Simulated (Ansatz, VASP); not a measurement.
**GaMo in VASP and in Ansatz**

```
Ga Mo
1.0
     0.00000    2.84429    2.84429
     2.84429    0.00000    2.84429
     2.84429    2.84429    0.00000
Ga Mo
1 1
Direct
  0.75000 0.75000 0.75000
  0.00000 0.00000 0.00000
```

Change from the starting cell: species swapped into the BN type (F-43m, No. 216).

Alike in both runs: functional PBE; k mesh 7 × 7 × 7; occupations gaussian, width 0.2 eV; no spin polarisation.

Ansatz relaxed the structure, and its values are those at the end. VASP's run is a single point on that final structure, the one shown.

|  | VASP | Ansatz |
| --- | --- | --- |
| version | VASP 6.6.1 | Ansatz 0.2.0 |
| potentials or method | VASP PAW PBE potentials, release 64 (Ga_d, Mo_sv), cutoff 520 eV | scalar-relativistic, plane waves, PAW |
| valence electrons in the cell | 27 | 27 |

VASP gave:

* gap on the k mesh at the Fermi level (eV): none
* pressure (GPa): 1.1

What did Ansatz give for the same quantities?

gap on the k mesh at the Fermi level (eV): none; pressure (GPa): 0.8.

A gap of «none» marks a metal or a gap that the smearing closes.
